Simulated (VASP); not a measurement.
# Li3C8 (P6/mmm) in VASP: notebook

The runs below take Li3C8 through single point, relaxation of cell and atoms, with PBE.

Program: VASP 6.6.1. These are calculated values, not measurements. Logs are shortened: lines on timing, memory, paths and dates and some standing lists are left out, and cuts for length are marked.

### 1 The cell of the first run

It takes space group P6/mmm (No. 191, hexagonal). The conventional cell has a = 5.100 Å, b = 5.100 Å, c = 3.569 Å, α = 90.00°, β = 90.00°, γ = 120.00°. Within 3.1 Å of Li (site symmetry mmm) lie 12 C at 2.31 to 2.32 Å and 4 Li at 2.55 Å. Within 2.0 Å of C (site symmetry -6m2) lie 3 C at 1.48 Å. C (site symmetry mm2) has 3 C at 1.46 to 1.48 Å within 2.0 Å.

### 2 Single point, PBE

INCAR reads:

```
SYSTEM = Li3C8
PREC = Accurate ; ENCUT = 520
EDIFF = 1E-7 ; ISMEAR = 0
SIGMA = 0.1 ; LREAL = .FALSE.
LASPH = .TRUE. ; NELM = 100
ALGO = Normal ; ISIF = 2
LWAVE = .FALSE. ; LCHARG = .FALSE.
GGA = PE ; NBANDS = 32
```

KPOINTS reads:

```
Automatic mesh
0
G
  9 9 10
  0 0 0
```

POSCAR reads:

```
Li3C8
1.0
    5.0999008204      0.0000000000      0.0000000000
   -2.5499504102      4.4166436673      0.0000000000
    0.0000000000      0.0000000000      3.5690093817
Li C
3 8
Direct
    0.5000000000      0.5000000000      0.5000000000
    0.0000000000      0.5000000000      0.5000000000
    0.5000000000      0.0000000000      0.5000000000
    0.3333333333      0.6666666667      0.0000000000
    0.3314219092      0.1657109546      0.0000000000
    0.8342890454      0.6685780908      0.0000000000
    0.8342890454      0.1657109546      0.0000000000
    0.1657109546      0.8342890454      0.0000000000
    0.1657109546      0.3314219092      0.0000000000
    0.6685780908      0.8342890454      0.0000000000
    0.6666666667      0.3333333333      0.0000000000
```

Potentials or basis: VASP PAW PBE potentials, release 64 (Li_sv, C).

Started as:

```sh
> cat potpaw_PBE.64/Li_sv/POTCAR potpaw_PBE.64/C/POTCAR > POTCAR
> mpirun -np 1 vasp_std > vasp.out
```

OUTCAR:

```text
SYSTEM = Li3C8
   PREC = Accurate
   ENCUT = 520
   EDIFF = 1E-7
   ISMEAR = 0
   LREAL = .FALSE.
   LASPH = .TRUE.
   NELM = 100
   ISIF = 2
   GGA = PE

 ion  position               nearest neighbor table
   1  0.500  0.500  0.500-   4 2.31  11 2.31   4 2.31  11 2.31   9 2.32   6 2.32   9 2.32   6 2.32
                             5 2.32  10 2.32  10 2.32   5 2.32   2 2.55   2 2.55   3 2.55   3 2.55
   2  0.000  0.500  0.500-   4 2.31  11 2.31   4 2.31  11 2.31   9 2.32   6 2.32   9 2.32   6 2.32
                             7 2.32   8 2.32   7 2.32   8 2.32   1 2.55   1 2.55   3 2.55   3 2.55
   3  0.500  0.000  0.500-   4 2.31  11 2.31   4 2.31  11 2.31  10 2.32   5 2.32   7 2.32   5 2.32
                             7 2.32   8 2.32  10 2.32   8 2.32   1 2.55   2 2.55   1 2.55   2 2.55
   4  0.333  0.667  0.000-   8 1.48  10 1.48   9 1.48   2 2.31   2 2.31   3 2.31   3 2.31   1 2.31
                             1 2.31
   5  0.331  0.166  0.000-   9 1.46   8 1.46  11 1.48   3 2.32   3 2.32   1 2.32   1 2.32
   6  0.834  0.669  0.000-   8 1.46  10 1.46  11 1.48   2 2.32   1 2.32   1 2.32   2 2.32
   7  0.834  0.166  0.000-   9 1.46  10 1.46  11 1.48   3 2.32   3 2.32   2 2.32   2 2.32
   8  0.166  0.834  0.000-   6 1.46   5 1.46   4 1.48   3 2.32   3 2.32   2 2.32   2 2.32
   9  0.166  0.331  0.000-   5 1.46   7 1.46   4 1.48   2 2.32   1 2.32   1 2.32   2 2.32
  10  0.669  0.834  0.000-   6 1.46   7 1.46   4 1.48   3 2.32   3 2.32   1 2.32   1 2.32
  11  0.667  0.333  0.000-   7 1.48   5 1.48   6 1.48   2 2.31   2 2.31   3 2.31   3 2.31   1 2.31
                             1 2.31

  LATTYP: Found a hexagonal cell.
 ALAT       =     5.0999008204
 C/A-ratio  =     0.6998193705

  Lattice vectors:

 A1 = (   5.0999008204,   0.0000000000,   0.0000000000)
 A2 = (  -2.5499504102,   4.4166436673,   0.0000000000)
 A3 = (   0.0000000000,   0.0000000000,   3.5690093817)

Analysis of symmetry for initial positions (statically):
=====================================================================
 Subroutine PRICEL returns:
 Original cell was already a primitive cell.

 Routine SETGRP: Setting up the symmetry group for a
 hexagonal supercell.

 Subroutine GETGRP returns: Found 24 space group operations
 (whereof 24 operations were pure point group operations)
 out of a pool of 24 trial point group operations.

The static configuration has the point symmetry D_6h.

Analysis of symmetry for dynamics (positions and initial velocities):
=====================================================================
 Subroutine PRICEL returns:
 Original cell was already a primitive cell.

 Routine SETGRP: Setting up the symmetry group for a
 hexagonal supercell.

 Subroutine GETGRP returns: Found 24 space group operations
 (whereof 24 operations were pure point group operations)
 out of a pool of 24 trial point group operations.

The dynamic configuration has the point symmetry D_6h.

 Subroutine INISYM returns: Found 24 space group operations
 (whereof 24 operations are pure point group operations),
 and found     1 'primitive' translations

----------------------------------------------------------------------------------------

                                     Primitive cell

  volume of cell :      80.3900

  direct lattice vectors                    reciprocal lattice vectors
     5.099900820  0.000000000  0.000000000     0.196082245  0.113208137  0.000000000
    -2.549950410  4.416643667  0.000000000     0.000000000  0.226416273  0.000000000
     0.000000000  0.000000000  3.569009382     0.000000000  0.000000000  0.280189793

  length of vectors
     5.099900820  5.099900820  3.569009382     0.226416273  0.226416273  0.280189793

  position of ions in fractional coordinates (direct lattice)
     0.500000000  0.500000000  0.500000000
     0.000000000  0.500000000  0.500000000
     0.500000000  0.000000000  0.500000000
     0.333333333  0.666666667  0.000000000
     0.331421909  0.165710955  0.000000000
     0.834289045  0.668578091  0.000000000
     0.834289045  0.165710955  0.000000000
     0.165710955  0.834289045  0.000000000
     0.165710955  0.331421909  0.000000000
     0.668578091  0.834289045  0.000000000
     0.666666667  0.333333333  0.000000000

  ion indices of the primitive-cell ions
   primitive index   ion index
                 1           1
                 2           2
                 3           3
                 4           4
                 5           5
                 6           6
                 7           7
                 8           8
                 9           9
                10          10
                11          11

----------------------------------------------------------------------------------------

 KPOINTS: Automatic mesh

Automatic generation of k-mesh.
 Grid dimensions read from file:
 generate k-points for:    9    9   10

 Generating k-lattice:

  Cartesian coordinates                     Fractional coordinates (reciprocal lattice)
     0.021786916  0.012578682  0.000000000     0.111111111  0.000000000  0.000000000
     0.000000000  0.025157364  0.000000000     0.000000000  0.111111111  0.000000000
     0.000000000  0.000000000  0.028018979     0.000000000  0.000000000  0.100000000

  Length of vectors
     0.025157364  0.025157364  0.028018979

  Shift w.r.t. Gamma in fractional coordinates (k-lattice)
     0.000000000  0.000000000  0.000000000

 Subroutine IBZKPT returns following result:
 ===========================================

 Found     72 irreducible k-points:

 Following reciprocal coordinates:
            Coordinates               Weight
  0.000000  0.000000  0.000000      1.000000
  0.111111  0.000000  0.000000      6.000000
  0.222222 -0.000000  0.000000      6.000000
  0.333333  0.000000  0.000000      6.000000
  0.444444 -0.000000  0.000000      6.000000
  0.111111  0.111111  0.000000      6.000000
[... 16 lines left out ...]
  0.333333  0.222222  0.100000     24.000000
  0.333333  0.333333  0.100000      4.000000
 [... further k-points ...]
   k-points           NKPTS =     72   k-points in BZ     NKDIM =     72   number of bands    NBANDS=     32
   number of dos      NEDOS =    301   number of ions     NIONS =     11
   total plane-waves  NPLWV =  44800
   dimension x,y,z NGX =    40 NGY =   40 NGZ =   28
   dimension x,y,z NGXF=    80 NGYF=   80 NGZF=   56
   ions per type =               3   8
   NGX,Y,Z   is equivalent  to a cutoff of  13.04, 13.04, 13.04 a.u.
   NGXF,Y,Z  is equivalent  to a cutoff of  26.08, 26.08, 26.09 a.u.
 SYSTEM =  Li3C8
   PREC   = accura    normal or accurate (medium, high low for compatibility)
   ISTART =      0    job   : 0-new  1-cont  2-samecut
   ICHARG =      2    charge: 1-file 2-atom 10-const
   ISPIN  =      1    spin polarized calculation?
   LNONCOLLINEAR =      F non collinear calculations
   LSORBIT =      F    spin-orbit coupling
   LASPH  =      T    aspherical Exc in radial PAW
   ENCUT  =  520.0 eV  38.22 Ry    6.18 a.u.   9.48  9.48  6.64*2*pi/ulx,y,z
   NELM   =    100;   NELMIN=  2; NELMDL= -5     # of ELM steps
   EDIFF  = 0.1E-06   stopping-criterion for ELM
   LREAL  =      F    real-space projection
   EDIFFG = 0.1E-05   stopping-criterion for IOM
   NSW    =      0    number of steps for IOM
   IBRION =     -1    ionic relax: 0-MD 1-quasi-New 2-CG
   NFREE  =      0    steps in history (QN), initial steepest desc. (CG)
   ISIF   =      2    stress and relaxation
   ISYM   =      2    0-nonsym 1-usesym 2-fastsym
   POTIM  = 0.5000    time-step for ionic-motion
   TEBEG  =    0.0;   TEEND  =   0.0 temperature during run
   PSTRESS=    0.0 pullay stress
   NELECT =      41.0000    total number of electrons
   NUPDOWN=      -1.0000    fix difference up-down
   EMIN   =  10.00;   EMAX   =-10.00  energy-range for DOS
   EFERMI =   0.00;   METHOD = LEGACY
   ISMEAR =     0;   SIGMA  =   0.10  broadening in eV -4-tet -1-fermi 0-gaus
   EFERMI_NEDOS =   21; number of points for ismear=-14 and -15
   IALGO  =     38    algorithm
   IMIX   =      4    mixing-type and parameters
     AMIX     =   0.40;   BMIX     =  1.00
     AMIX_MAG =   1.60;   BMIX_MAG =  1.00
  volume/ion in A,a.u.               =       7.31        49.32
  Fermi-wavevector in a.u.,A,eV,Ry     =   1.307983  2.471730 23.277122  1.710820
  Thomas-Fermi vector in A             =   2.438681
   LORBIT       =      0    0 simple, 1 ext, 2 COOP (PROOUT), +10 PAW based schemes
   GGA     = PE    functional components
   LHFCALC =     F    Hartree Fock is set to
   AEXX    =    0.0000 exact exchange contribution
   IVDW    =     0    specifies the selected vdW correction
   LEPSILON=     F    determine dielectric tensor
   LRPA    =     F    only Hartree local field effects (RPA)
 non-spin polarized calculation
 Gauss-broadening in eV      SIGMA  =   0.10
  energy-cutoff  :      520.00
  volume of cell :       80.39
 maximum number of plane-waves:      2191
 NGX is ok and might be reduce to    40
   NGX = 19   NGY = 19   NGZ = 13

 number of electron      40.9999989 magnetization

 Free energy of the ion-electron system (eV)
  ---------------------------------------------------
  ext. energy  EPLUGINS =         0.00000000
  ---------------------------------------------------
  free energy    TOTEN  =       -78.45021046 eV

  energy without entropy =      -78.44302409  energy(sigma->0) =      -78.44661728

 E-fermi :   8.2332     XC(G=0): -11.1063

 val. band max:        8.2218563732   @ k =   0.1111   0.0000   0.0000
 cond. band min:       8.2447189948   @ k =   0.2222   0.1111   0.3000
 fundamental gap:      0.0228626216
 Fermi energy:         8.2332215842

 k-point     1 :       0.0000    0.0000    0.0000
  band No.  band energies     occupation
      1     -39.8777      2.00000
      2     -39.8105      2.00000
      3     -39.8105      2.00000
      4     -12.7575      2.00000
      5      -8.1672      2.00000
      6      -7.8574      2.00000
[... 829 lines left out ...]
     31      15.3075      0.00000
     32      15.5052      0.00000

 [... further k-points ...]

------------------------ aborting loop because EDIFF is reached ----------------------------------------

  FORCE on cell =-STRESS in cart. coord.  units (eV):
  Direction    XX          YY          ZZ          XY          YZ          ZX
  --------------------------------------------------------------------------------------
  -------------------------------------------------------------------------------------
  Total        0.2273442      0.2273442     -0.0586856      0.0000000      0.0000000     -0.0000000
  in kB        4.5309847      4.5309847     -1.1696082      0.0000000      0.0000000     -0.0000000
  external PRESSURE =       2.6307871 kB  Pullay stress =       0.0000000 kB

 VOLUME and BASIS-vectors are now :
 -----------------------------------------------------------------------------
  energy-cutoff  :      520.00
  volume of cell :       80.39
      direct lattice vectors                 reciprocal lattice vectors
     5.099900820  0.000000000  0.000000000     0.196082245  0.113208137  0.000000000
    -2.549950410  4.416643667  0.000000000     0.000000000  0.226416273  0.000000000
     0.000000000  0.000000000  3.569009382     0.000000000  0.000000000  0.280189793

 POSITION                                       TOTAL-FORCE (eV/Angst)
 -----------------------------------------------------------------------------------
      1.27498      2.20832      1.78450         0.000000      0.000000      0.000000
     -1.27498      2.20832      1.78450         0.000000      0.000000      0.000000
      2.54995      0.00000      1.78450         0.000000      0.000000      0.000000
     -0.00000      2.94443      0.00000         0.000000      0.000000      0.000000
      1.26766      0.73189      0.00000         0.000289      0.000167      0.000000
      2.54995      2.95287      0.00000         0.000000     -0.000334      0.000000
      3.83224      0.73189      0.00000        -0.000289      0.000167     -0.000000
     -1.28229      3.68476      0.00000         0.000289     -0.000167      0.000000
      0.00000      1.46377      0.00000         0.000000      0.000334     -0.000000
      1.28229      3.68476      0.00000        -0.000289     -0.000167      0.000000
      2.54995      1.47221      0.00000         0.000000      0.000000     -0.000000
 -----------------------------------------------------------------------------------
    total drift:                                0.000000     -0.000000      0.000000

  FREE ENERGIE OF THE ION-ELECTRON SYSTEM (eV)
  ---------------------------------------------------
  free  energy   TOTEN  =       -78.4502104611 eV

  energy  without entropy=      -78.4430240909  energy(sigma->0) =      -78.44661728
```

Run time: 75 s. Hardware: 1 thread of Intel Xeon 6975P-C (Granite Rapids), shared host; peak memory 0.27 GiB.

What came out:

```
Free energy            : -78.4502 eV
Band gap on the k mesh : zero (an odd number of electrons rules out a gap without spin polarisation)
```

Caveat: the cutoff is under 1.25 times the usual one of these potentials, so pressure, stress and relaxed cells hold a basis-set (Pulay) error.

### 3 Relaxation of cell and atoms, PBE

INCAR reads:

```
SYSTEM = Li3C8
ALGO = Normal
EDIFF = 1E-6
EDIFFG = -0.01
ENCUT = 600
GGA = PE
IBRION = 2
ISIF = 3
ISMEAR = 0
LASPH = .TRUE.
LCHARG = .FALSE.
LREAL = .FALSE.
LWAVE = .FALSE.
NELM = 100
NSW = 100
PREC = Accurate
SIGMA = 0.1
```

KPOINTS reads:

```
k-points
0
G
  9 9 10
  0 0 0
```

POSCAR reads:

```
Li3C8
1.0
    5.0995257249      0.0000000000      0.0000000000
   -2.5497628625      4.4163188250      0.0000000000
    0.0000000000      0.0000000000      3.5686566378
Li C
3 8
Direct
    0.5000000000      0.5000000000      0.5000000000
    0.0000000000      0.5000000000      0.5000000000
    0.5000000000      0.0000000000      0.5000000000
    0.3333333333      0.6666666667      0.0000000000
    0.3315379106      0.1657689553      0.0000000000
    0.8342310447      0.6684620894      0.0000000000
    0.8342310447      0.1657689553      0.0000000000
    0.1657689553      0.8342310447      0.0000000000
    0.1657689553      0.3315379106      0.0000000000
    0.6684620894      0.8342310447      0.0000000000
    0.6666666667      0.3333333333      0.0000000000
```

Potentials or basis: VASP PAW PBE potentials, release 64 (Li_sv, C).

Started as:

```sh
> cat potpaw_PBE.64/Li_sv/POTCAR potpaw_PBE.64/C/POTCAR > POTCAR
> mpirun -np 1 vasp_std > vasp.out
```

Wall time 2.7 min (1 thread of Intel Xeon 6975P-C (Granite Rapids), shared host); peak memory 0.3 GiB.

It converged, with:

* Free energy: -78.4683 eV
* Relaxed volume: 7.30 Å³/atom
* Relaxed cell: a = 5.100 Å, b = 5.100 Å, c = 3.564 Å, α = 90.00°, β = 90.00°, γ = 120.00°
* Space group after relaxing (to 0.1 Å): P6/mmm (No. 191)
* Energy gained by relaxing: 0.0 meV/atom
* Ionic steps: 4
* Pressure after relaxing: -0.1 GPa
* Largest force after relaxing: 0.006 eV/Å
* Band gap on the k mesh: zero (an odd number of electrons rules out a gap without spin polarisation)

Forces on the atoms (eV/Å):
```
Li   0.000  0.000  0.000
Li   0.000  0.000  0.000
Li   0.000  0.000  0.000
C    0.000  0.000  0.000
C    0.005  0.003  0.000
C    0.000 -0.006  0.000
C   -0.005  0.003  0.000
C    0.005 -0.003  0.000
C    0.000  0.006  0.000
C   -0.005 -0.003  0.000
C    0.000  0.000  0.000
```

Stress tensor (GPa, compression positive):
```
-0.02  0.00  0.00
 0.00 -0.02  0.00
 0.00  0.00 -0.11
```

The path:
```
step  energy change (eV)  largest force (eV/Å)  pressure (GPa)  volume (Å³)
   1              0.0000                0.0256           -0.09        80.37
   2             -0.0001                0.0385           -0.09        80.32
   3             -0.0001                0.0128           -0.10        80.34
   4             -0.0002                0.0059           -0.05        80.28
```

Final structure:
```yaml
crystal:
  lattice:
    - [5.09983, 0.00000, 0.00000]
    - [-2.54991, 4.41658, 0.00000]
    - [0.00000, 0.00000, 3.56420]
  atoms:
    - { symbol: Li, position: [0.50000, 0.50000, 0.50000] }
    - { symbol: Li, position: [0.00000, 0.50000, 0.50000] }
    - { symbol: Li, position: [0.50000, 0.00000, 0.50000] }
    - { symbol: C, position: [0.33333, 0.66667, 0.00000] }
    - { symbol: C, position: [0.33140, 0.16570, 0.00000] }
    - { symbol: C, position: [0.83430, 0.66860, 0.00000] }
    - { symbol: C, position: [0.83430, 0.16570, 0.00000] }
    - { symbol: C, position: [0.16570, 0.83430, 0.00000] }
    - { symbol: C, position: [0.16570, 0.33140, 0.00000] }
    - { symbol: C, position: [0.66860, 0.83430, 0.00000] }
    - { symbol: C, position: [0.66667, 0.33333, 0.00000] }
```

Levels at points of the mesh, in eV from the Fermi level:
| k point | band 17 | band 18 | band 19 | band 20 | band 21 | band 22 | band 23 | band 24 |
| --- | --- | --- | --- | --- | --- | --- | --- | --- |
| (0.00, 0.00, 0.00) | -4.53 | -4.02 | -4.02 | -0.76 | -0.76 | -0.34 | 0.88 | 2.08 |
| (0.00, 0.00, 0.50) | -5.89 | -4.89 | -4.89 | -1.92 | -1.54 | -1.54 | 3.95 | 3.95 |

Caveat: the cutoff is under 1.25 times the usual one of these potentials, so pressure, stress and relaxed cells hold a basis-set (Pulay) error.

### 4 Single point, PBE

INCAR reads:

```
SYSTEM = Li3C8
PREC = Accurate
ENCUT = 520
EDIFF = 1E-7
ISMEAR = 0
SIGMA = 0.1
LREAL = .FALSE.
LASPH = .TRUE.
NELM = 100
ALGO = Normal
ISIF = 2
LWAVE = .FALSE.
LCHARG = .FALSE.
GGA = PE
NBANDS = 32
```

KPOINTS reads:

```
regular mesh
0
G
  6 6 8
  0 0 0
```

POSCAR is that of step 3.

Started as:

```sh
> cat potpaw_PBE.64/Li_sv/POTCAR potpaw_PBE.64/C/POTCAR > POTCAR
> mpirun -np 1 vasp_std > vasp.out
```

Wall time 38 s (1 thread of Intel Xeon 6975P-C (Granite Rapids), shared host); peak memory 0.22 GiB.

The run converged. Its results:

| Quantity | Value |
| --- | --- |
| Free energy | -78.4552 eV |
| Band gap on the k mesh | zero (an odd number of electrons rules out a gap without spin polarisation) |

Levels at points of the mesh, in eV from the Fermi level:
| k point | band 17 | band 18 | band 19 | band 20 | band 21 | band 22 | band 23 | band 24 | band 25 | band 26 |
| --- | --- | --- | --- | --- | --- | --- | --- | --- | --- | --- |
| (0.00, 0.00, 0.00) | -4.62 | -4.10 | -4.10 | -0.83 | -0.83 | -0.41 | 0.79 | 1.99 | 3.67 | 3.81 |
| (0.50, 0.00, 0.00) | -6.88 | -4.73 | -4.57 | 0.45 | 0.57 | 1.27 | 1.62 | 2.49 | 4.23 | 4.51 |
| (0.00, 0.00, 0.50) | -5.95 | -4.96 | -4.96 | -1.99 | -1.61 | -1.61 | 3.88 | 3.88 | 4.02 | 5.49 |
| (0.50, 0.00, 0.50) | -6.82 | -6.76 | -6.04 | -1.18 | -1.10 | 3.40 | 3.48 | 4.66 | 4.85 | 6.76 |

Caveat: the cutoff is under 1.25 times the usual one of these potentials, so pressure, stress and relaxed cells hold a basis-set (Pulay) error.

### 5 The runs side by side

```csv
task,cell,k mesh,cutoff (eV),gap on the mesh (eV)
single point,"a = 5.100, b = 5.100, c = 3.569 Å, angles 90.0, 90.0, 120.0°, 11 atoms",9 × 9 × 10,520,none
relaxation of cell and atoms,"relaxed from a = 5.100, b = 5.100, c = 3.569 Å, angles 90.0, 90.0, 120.0°, 11 atoms",9 × 9 × 10,600,none
single point,"a = 5.100, b = 5.100, c = 3.569 Å, angles 90.0, 90.0, 120.0°, 11 atoms",6 × 6 × 8,520,none
```

Alike in all rows: level PBE; potentials or basis VASP PAW PBE potentials, release 64 (Li_sv, C); no spin polarisation; smearing gaussian 0.1 eV.

Caveats: the cutoff is under 1.25 times the usual one of these potentials, so pressure, stress and relaxed cells hold a basis-set (Pulay) error.

Total energies depend on the potentials used, so only differences within one code and one set of settings carry meaning.
